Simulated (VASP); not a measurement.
# HgTe (I-4m2) in VASP: notebook

The runs below take HgTe through single point, with r2SCAN.

Everything below comes from runs of VASP 6.6.1. Logs are shortened: lines on timing, memory, paths and dates and some standing lists are left out, and cuts for length are marked.

**1. The cell of the first run**

The structure is tetragonal, space group I-4m2 (No. 119). Conventional cell: a = 4.490 Å, b = 4.490 Å, c = 6.254 Å, α = 90.00°, β = 90.00°, γ = 90.00°. Within 3.6 Å of Hg (site symmetry -4m2) lie 4 Te at 2.74 Å. Te (site symmetry -4m2) has 4 Hg at 2.74 Å within 3.6 Å.

**2. Single point, r2SCAN (strain -0.015 along x and y, -0.030 along z)**

Input file POSCAR:

```
HgTe
1.0
    0.0000000000      3.1751475000      3.1267950000
    3.1751475000      0.0000000000      3.1267950000
    3.1751475000      3.1751475000      0.0000000000
Hg Te
1 1
Direct
    0.0000000000      0.0000000000      0.0000000000
    0.7500000000      0.7500000000      0.7500000000
```

Input file INCAR.step1:

```
SYSTEM = HgTe
ALGO = Normal
EDIFF = 1E-4
ENCUT = 520
GGA = PE
ISMEAR = 0
LASPH = .True.
LCHARG = .False.
LREAL = .False.
LWAVE = .True.
NBANDS = 16
NELM = 60
PREC = Accurate
SIGMA = 0.15
```

Input file INCAR.step2:

```
SYSTEM = HgTe
ALGO = Normal
EDIFF = 1E-6
ENCUT = 520
ISIF = 2
ISMEAR = 0
ISTART = 1
LASPH = .True.
LCHARG = .False.
LMIXTAU = .True.
LREAL = .False.
LWAVE = .False.
METAGGA = R2SCAN
NBANDS = 16
NELM = 60
PREC = Accurate
SIGMA = 0.15
```

Input file KPOINTS:

```
k-points
0
Gamma
  14 14 14
  0 0 0
```

Potentials or basis: VASP PAW PBE potentials, release 64 (Hg, Te).

Command:

```bash
> cat potpaw_PBE.64/Hg/POTCAR potpaw_PBE.64/Te/POTCAR > POTCAR
> cp INCAR.step1 INCAR
> mpirun -np 1 vasp_std > vasp.out
> cp INCAR.step2 INCAR
> mpirun -np 1 vasp_std > vasp.out
```

OUTCAR:

```text
SYSTEM = HgTe
   EDIFF = 1E-6
   ENCUT = 520
   ISIF = 2
   ISMEAR = 0
   ISTART = 1
   LASPH = .True.
   LREAL = .False.
   METAGGA = R2SCAN
   NELM = 60
   PREC = Accurate

 ion  position               nearest neighbor table
   1  0.000  0.000  0.000-   2 2.74   2 2.74   2 2.74   2 2.74
   2  0.750  0.750  0.750-   1 2.74   1 2.74   1 2.74   1 2.74

  LATTYP: Found a body centered tetragonal cell.
 ALAT       =     4.4903366570
 C/A-ratio  =     1.3926773152

  Lattice vectors:

 A1 = (   0.0000000000,  -3.1751475000,  -3.1267950000)
 A2 = (   0.0000000000,   3.1751475000,  -3.1267950000)
 A3 = (   3.1751475000,   0.0000000000,   3.1267950000)

Analysis of symmetry for initial positions (statically):
=====================================================================
 Subroutine PRICEL returns:
 Original cell was already a primitive cell.

 Routine SETGRP: Setting up the symmetry group for a
 body centered tetragonal supercell.

 Subroutine GETGRP returns: Found  8 space group operations
 (whereof  8 operations were pure point group operations)
 out of a pool of 16 trial point group operations.

The static configuration has the point symmetry D_2d.

Analysis of symmetry for dynamics (positions and initial velocities):
=====================================================================
 Subroutine PRICEL returns:
 Original cell was already a primitive cell.

 Routine SETGRP: Setting up the symmetry group for a
 body centered tetragonal supercell.

 Subroutine GETGRP returns: Found  8 space group operations
 (whereof  8 operations were pure point group operations)
 out of a pool of 16 trial point group operations.

The dynamic configuration has the point symmetry D_2d.

 Subroutine INISYM returns: Found  8 space group operations
 (whereof  8 operations are pure point group operations),
 and found     1 'primitive' translations

----------------------------------------------------------------------------------------

                                     Primitive cell

  volume of cell :      63.0460

  direct lattice vectors                    reciprocal lattice vectors
     0.000000000  3.175147500  3.126795000    -0.157472999  0.157472999  0.159908149
     3.175147500  0.000000000  3.126795000     0.157472999 -0.157472999  0.159908149
     3.175147500  3.175147500  0.000000000     0.157472999  0.157472999 -0.159908149

  length of vectors
     4.456277440  4.456277440  4.490336657     0.274164380  0.274164380  0.274164380
[... 74 lines left out ...]
   ICHARG =      0    charge: 1-file 2-atom 10-const
   ISPIN  =      1    spin polarized calculation?
   LNONCOLLINEAR =      F non collinear calculations
   LSORBIT =      F    spin-orbit coupling
   LASPH  =      T    aspherical Exc in radial PAW
   ENCUT  =  520.0 eV  38.22 Ry    6.18 a.u.   8.29  8.29  8.35*2*pi/ulx,y,z
   NELM   =     60;   NELMIN=  2; NELMDL=  0     # of ELM steps
   EDIFF  = 0.1E-05   stopping-criterion for ELM
   LREAL  =      F    real-space projection
[... 7 lines left out ...]
   TEBEG  =    0.0;   TEEND  =   0.0 temperature during run
   PSTRESS=    0.0 pullay stress
   NELECT =      18.0000    total number of electrons
   NUPDOWN=      -1.0000    fix difference up-down
   EMIN   =  10.00;   EMAX   =-10.00  energy-range for DOS
   EFERMI =   0.00;   METHOD = LEGACY
   ISMEAR =     0;   SIGMA  =   0.15  broadening in eV -4-tet -1-fermi 0-gaus
   EFERMI_NEDOS =   21; number of points for ismear=-14 and -15
   IALGO  =     38    algorithm
   IMIX   =      4    mixing-type and parameters
     AMIX     =   0.40;   BMIX     =  1.00
     AMIX_MAG =   1.60;   BMIX_MAG =  1.00
  volume/ion in A,a.u.               =      31.52       212.73
  Fermi-wavevector in a.u.,A,eV,Ry     =   1.077986  2.037099 15.810712  1.162055
  Thomas-Fermi vector in A             =   2.213913
   LORBIT       =      0    0 simple, 1 ext, 2 COOP (PROOUT), +10 PAW based schemes
   METAGGA = R2SCAN    functional components
   LHFCALC =     F    Hartree Fock is set to
   AEXX    =    0.0000 exact exchange contribution
   IVDW    =     0    specifies the selected vdW correction
   LEPSILON=     F    determine dielectric tensor
   LRPA    =     F    only Hartree local field effects (RPA)
 non-spin polarized calculation
 Gauss-broadening in eV      SIGMA  =   0.15
  energy-cutoff  :      520.00
  volume of cell :       63.05
 maximum number of plane-waves:      1721
 NGX is ok and might be reduce to    36
   NGX = 17   NGY = 17   NGZ = 17

 number of electron      18.0000000 magnetization

 Free energy of the ion-electron system (eV)
  ---------------------------------------------------
  ext. energy  EPLUGINS =         0.00000000
  ---------------------------------------------------
  free energy    TOTEN  =       -75.01749223 eV

  energy without entropy =      -75.01732861  energy(sigma->0) =      -75.01741042

 E-fermi :   3.7782     XC(G=0):  -9.6542

 val. band max:        3.6833723355   @ k =   0.0000   0.0000   0.0000
 cond. band min:       4.2715838514   @ k =   0.0714   0.0000   0.0000
 fundamental gap:      0.5882115160
 Fermi energy:         3.7782071537

 k-point     1 :       0.0000    0.0000    0.0000
  band No.  band energies     occupation
      1      -9.3180      2.00000
      2      -4.4467      2.00000
      3      -4.4466      2.00000
      4      -4.4426      2.00000
      5      -3.7843      2.00000
      6      -3.7718      2.00000
[... 433 lines left out ...]
      3      -4.3046      2.00000
      4      -4.2578      2.00000
      5      -3.7965      2.00000
      6      -3.7547      2.00000
[... 8 lines left out ...]
     15      13.2234      0.00000
     16      13.6083      0.00000

 [... further k-points ...]

------------------------ aborting loop because EDIFF is reached ----------------------------------------

  FORCE on cell =-STRESS in cart. coord.  units (eV):
  Direction    XX          YY          ZZ          XY          YZ          ZX
  --------------------------------------------------------------------------------------
  -------------------------------------------------------------------------------------
  Total        2.5487869      2.5487869      2.6092696      0.0000000     -0.0000000      0.0000000
  in kB       64.7719387     64.7719387     66.3089754      0.0000000     -0.0000000      0.0000000
  external PRESSURE =      65.2842843 kB  Pullay stress =       0.0000000 kB

 VOLUME and BASIS-vectors are now :
 -----------------------------------------------------------------------------
  energy-cutoff  :      520.00
  volume of cell :       63.05
      direct lattice vectors                 reciprocal lattice vectors
     0.000000000  3.175147500  3.126795000    -0.157472999  0.157472999  0.159908149
     3.175147500  0.000000000  3.126795000     0.157472999 -0.157472999  0.159908149
     3.175147500  3.175147500  0.000000000     0.157472999  0.157472999 -0.159908149

 POSITION                                       TOTAL-FORCE (eV/Angst)
 -----------------------------------------------------------------------------------
      0.00000      0.00000      0.00000        -0.000000     -0.000000     -0.000000
      4.76272      4.76272      4.69019         0.000000      0.000000      0.000000
 -----------------------------------------------------------------------------------
    total drift:                                0.000000      0.000000      0.000000

  FREE ENERGIE OF THE ION-ELECTRON SYSTEM (eV)
  ---------------------------------------------------
  free  energy   TOTEN  =       -75.0174922328 eV

  energy  without entropy=      -75.0173286124  energy(sigma->0) =      -75.01741042
```

OUTCAR.step1:

```text
SYSTEM = HgTe
   EDIFF = 1E-4
   ENCUT = 520
   GGA = PE
   ISMEAR = 0
   LASPH = .True.
   LREAL = .False.
[... 678 lines left out ...]
      0.00000      0.00000      0.00000         0.000000      0.000000     -0.000000
      4.76272      4.76272      4.69019        -0.000000     -0.000000      0.000000
 -----------------------------------------------------------------------------------
    total drift:                                0.000000      0.000000     -0.000000

  FREE ENERGIE OF THE ION-ELECTRON SYSTEM (eV)
  ---------------------------------------------------
  free  energy   TOTEN  =        -3.4251918811 eV

  energy  without entropy=       -3.4250217007  energy(sigma->0) =       -3.42510679
```

OSZICAR.step1:

```text
N       E                     dE             d eps       ncg     rms          rms(c)
DAV:   1     0.106745258939E+03    0.10675E+03   -0.82018E+03  7880   0.985E+02
DAV:   2    -0.704300153236E-01   -0.10682E+03   -0.10022E+03  9120   0.232E+02
DAV:   3    -0.361783659745E+01   -0.35474E+01   -0.35399E+01  9584   0.436E+01
DAV:   4    -0.365013929199E+01   -0.32303E-01   -0.32301E-01 11648   0.381E+00
DAV:   5    -0.365025263796E+01   -0.11335E-03   -0.11335E-03 10232   0.188E-01    0.895E+00
DAV:   6    -0.343594118828E+01    0.21431E+00   -0.41309E-01  9344   0.904E+00    0.690E+00
DAV:   7    -0.342634335665E+01    0.95978E-02   -0.11297E-01  9008   0.238E+00    0.229E+00
DAV:   8    -0.342518584539E+01    0.11575E-02   -0.13363E-02  8688   0.136E+00    0.615E-01
DAV:   9    -0.342519188110E+01   -0.60357E-05   -0.78414E-04 10280   0.324E-01
   1 F= -.34251919E+01 E0= -.34251068E+01  d E =-.170180E-03
```

Run time: 8.1 min. Hardware: 1 thread of Intel Xeon Platinum 8488C (Sapphire Rapids), shared host; peak memory 0.41 GiB.

What came out:

```yaml
Free_energy: -75.0175 eV
Pressure: 6.5 GPa
Band_gap_on_the_k_mesh: 0.06 eV
```

Caveat: the cell differs from its parent crystal (strain -0.015 along x and y, -0.030 along z); the cell stands under pressure; the smearing spreads over this small gap; the PAW data sets were made with another functional, which shifts forces and pressure a little; spin-orbit coupling is left out, which moves the levels of the heavy elements.

**3. Single point, r2SCAN (strain -0.030 along x and y, +0.015 along z)**

Input file POSCAR:

```
HgTe
1.0
    0.0000000000      3.1267950000      3.2718525000
    3.1267950000      0.0000000000      3.2718525000
    3.1267950000      3.1267950000      0.0000000000
Hg Te
1 1
Direct
    0.0000000000      0.0000000000      0.0000000000
    0.7500000000      0.7500000000      0.7500000000
```

Input file INCAR.step1:

```
SYSTEM = HgTe
  ALGO = Normal
  EDIFF = 1E-4
  ENCUT = 520
  GGA = PE
  ISMEAR = 0
  LASPH = .True.
  LCHARG = .False.
  LREAL = .False.
  LWAVE = .True.
  NBANDS = 16
  NELM = 100
  PREC = Accurate
  SIGMA = 0.15
```

Input file INCAR.step2:

```
SYSTEM = HgTe
  ALGO = Normal
  EDIFF = 1E-7
  ENCUT = 520
  ISIF = 2
  ISMEAR = 0
  ISTART = 1
  LASPH = .True.
  LCHARG = .True.
  LELF = .True.
  LMIXTAU = .True.
  LREAL = .False.
  LVHAR = .True.
  LWAVE = .False.
  METAGGA = R2SCAN
  NBANDS = 16
  NELM = 100
  PREC = Accurate
  SIGMA = 0.15
```

KPOINTS is that of step 2.

Potentials or basis: VASP PAW PBE potentials, release 64 (Hg, Te).

Command:

```bash
> cat potpaw_PBE.64/Hg/POTCAR potpaw_PBE.64/Te/POTCAR > POTCAR
> cp INCAR.step1 INCAR
> mpirun -np 1 vasp_std > vasp.out
> cp INCAR.step2 INCAR
> mpirun -np 1 vasp_std > vasp.out
```

Wall time 9.1 min (1 thread of Intel Xeon Platinum 8488C (Sapphire Rapids), shared host); peak memory 0.41 GiB.

It converged, with:

| Item | Value |
| --- | --- |
| Free energy | -75.0496 eV |
| Pressure | 5.5 GPa |
| Band gap on the k mesh | zero (filled and empty bands touch) |

Stress tensor (GPa, compression positive):
```
5.68 0.00 0.00
0.00 5.68 0.00
0.00 0.00 5.08
```

Levels at points of the mesh, in eV from the Fermi level:
```csv
k point,band 5,band 6,band 7,band 8,band 9,band 10,band 11,band 12,band 13,band 14
"(0.00, 0.00, 0.00)",-7.52,-7.48,-0.43,-0.30,-0.10,-0.10,4.29,4.29,4.31,6.65
"(0.50, 0.00, 0.00)",-7.48,-7.14,-6.20,-1.42,-1.18,0.78,5.03,5.28,6.99,8.37
"(0.50, 0.50, 0.00)",-7.42,-7.02,-6.22,-2.63,-2.63,2.13,2.60,8.56,9.51,9.51
"(0.50, 0.00, 0.50)",-7.43,-6.92,-5.98,-2.89,-2.77,1.77,2.35,8.88,9.33,9.52
```

Caveat: the cell differs from its parent crystal (strain -0.030 along x and y, +0.015 along z); the cell stands under pressure; semilocal functionals underestimate gaps, and a narrow one can read as zero; the PAW data sets were made with another functional, which shifts forces and pressure a little; spin-orbit coupling is left out, which moves the levels of the heavy elements.

The gap in the log of VASP goes by the Fermi energy; the results here count the filled bands.